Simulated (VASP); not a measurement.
## Zn4C: single point with PBE

Zn4C:

```
Zn C
1.0
     3.69888    0.00000    0.00000
     0.00000    3.69888    0.00000
     0.00000    0.00000    6.35175
Zn C
4 1
Direct
  0.50000 0.50000 0.30553
  0.50000 0.50000 0.69447
  0.50000 0.50000 0.00000
  0.00000 0.00000 0.50000
  0.00000 0.00000 0.00000
```

The cell was built from a structure type or drawn by symmetry, and may not be a known phase.

| Property | Result |
| --- | --- |
| Program | VASP 6.6.1 |
| Task | single point |
| Functional | PBE |
| Potentials or basis | VASP PAW PBE potentials, release 64 (Zn, C) |
| Cutoff | 520 eV |
| k mesh | 6 × 6 × 4 |
| Occupations | gaussian, width 0.1 eV |
| Spin | collinear spin |
| Starting moments | [0.0, 0.0, 0.0, 0.0, 1.0] μB |

```
Pressure                                              : 8.6 GPa
Largest force                                         : 6.651 eV/Å
Net moment                                            : 0.50 μB per cell
Site moments                                          : Zn +0.02, +0.01 (each value once); C +0.17 μB
Valence electrons inside the program's atomic spheres : Zn 10.90, 11.06, 10.61 (each value once); C 2.02
```

Forces in eV/Å, atoms in the order of the input:
```
Zn   0.000  0.000  6.651
Zn   0.000  0.000 -6.651
Zn   0.000  0.000  0.000
Zn   0.000  0.000  0.000
C    0.000  0.000  0.000
```

Stress tensor (GPa, compression positive):
```
-11.21   0.00   0.00
  0.00 -11.21   0.00
  0.00   0.00  48.21
```

Levels at points of the mesh, in eV from the Fermi level:
Spin up:
```
           k point  band 24  band 25  band 26  band 27  band 28  band 29
(0.00, 0.00, 0.00)    -1.68    -0.58    -0.58     1.29     3.24     3.24
(0.50, 0.00, 0.00)    -3.42    -2.23    -1.77     0.59     2.83     3.33
(0.50, 0.50, 0.00)    -3.15    -0.98    -0.96    -0.70    -0.69    -0.12
(0.00, 0.00, 0.50)    -1.47    -0.44    -0.44     1.76     1.82     2.93
(0.50, 0.00, 0.50)    -4.21     0.35     0.61     0.86     1.01     1.69
(0.50, 0.50, 0.50)    -2.56    -2.56    -1.85    -1.22    -1.22     0.97
```
Spin down:
```
           k point  band 22  band 23  band 24  band 25  band 26  band 27  band 28  band 29  band 30  band 31
(0.00, 0.00, 0.00)    -6.09    -4.58    -1.52    -0.36    -0.36     1.92     3.33     3.33     4.28     5.26
(0.50, 0.00, 0.00)    -5.98    -3.61    -3.34    -2.19    -1.37     0.88     3.04     3.74     4.12     4.36
(0.50, 0.50, 0.00)    -3.71    -3.02    -3.02    -0.94    -0.91    -0.65    -0.10     0.00     0.00     3.04
(0.00, 0.00, 0.50)    -6.44    -2.87    -1.17    -0.20    -0.20     1.83     2.17     2.99     2.99     5.08
(0.50, 0.00, 0.50)    -5.35    -5.20    -4.11     0.89     0.96     0.96     1.06     1.87     5.33     5.50
(0.50, 0.50, 0.50)    -3.34    -2.80    -2.40    -2.40    -1.63    -1.17    -1.17     1.51     2.37     4.44
```

Wall time 3.6 min on 1 thread of Intel(R) Xeon(R) Platinum 8375C CPU @ 2.90GHz (Ice Lake) (shared host), peak memory 0.3 GiB.

Caveat: the cell stands under pressure; forces of over 1 eV/Å act on the atoms, so gaps and moduli don't describe the material at rest.
